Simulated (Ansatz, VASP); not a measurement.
Two plane-wave programs on SnSe

```xyz
2
Lattice="0.0000 3.0173 2.9728 2.9728 0.0000 2.9728 2.9728 3.0173 0.0000" Properties=species:S:1:pos:R:3 pbc="T T T"
Sn    0.0000    0.0000    0.0000
Se    2.9728    3.0173    2.9728
```

Change from the starting cell: strain +0.0150 x Voigt [0, 1, 0, 0, 0, 0], atoms carried along.

Alike in both runs: task single point; functional PBEsol; k mesh 8 × 8 × 8; occupations gaussian, width 0.05 eV; no spin polarisation.

```csv
,VASP,Ansatz
version,VASP 6.6.1,Ansatz 0.2.0
potentials or method,"VASP PAW PBE potentials, release 64 (Sn_d, Se), cutoff 520 eV","scalar-relativistic, plane waves, PAW"
valence electrons in the cell,20,30
```

```csv
,VASP,Ansatz,Ansatz less VASP
gap on the k mesh at the Fermi level (eV),0.73,0.72,-0.001
least direct gap on the mesh (eV),0.76,0.75,-0.002
pressure (GPa),-0.8,-0.8,-0.01
"traceless stress, the component that is largest in VASP (GPa)",-1.23,-1.22,+0.007
```

VASP's potentials were made for PBE, not for PBEsol. With one functional, cell and mesh, what is left measures potentials, basis and numerics. VASP's potentials hold 20 valence electrons a cell and Ansatz's 30, so a difference there can come from the potentials and not from the codes.
